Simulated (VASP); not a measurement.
Input of a VASP 6.6.1 run:

File INCAR:

```
  PREC = Accurate
  ENCUT = 520
  EDIFF = 1E-7
  ISMEAR = 0
  SIGMA = 0.02
  LREAL = F
  LASPH = T
  NELM = 80
  ALGO = Normal
  ISIF = 2
  LWAVE = F
  LCHARG = F
  GGA = PE
  NBANDS = 15
```

Contents of KPOINTS:

```
Automatic mesh
0
Gamma
  6 6 6
```

File POSCAR:

```
BaH4
1.0
    3.7374541351     -2.2630194093      0.0001944625
    3.7374541351      2.2630194093      0.0001944625
   -2.3320829766      0.0000000000      3.6846566991
Ba H
1 4
Direct
    0.0000000000      0.0000000000      0.5000000000
    0.7405207054      0.7405207054      0.7609666428
    0.2594792946      0.2594792946      0.2390333572
    0.5386090706      0.5386090706      0.9668021020
    0.4613909294      0.4613909294      0.0331978980
```

Potentials or basis: VASP PAW PBE potentials, release 64 (Ba_sv, H).

The run is started by

```console
$ cat potpaw_PBE.64/Ba_sv/POTCAR potpaw_PBE.64/H/POTCAR > POTCAR
$ mpirun -np 1 vasp_std > vasp.out
```

(1) What does it give for the largest force?

(2) What does it give for the pressure?

Results:

(1) 0.019 eV/Å.

(2) 1.3 GPa.
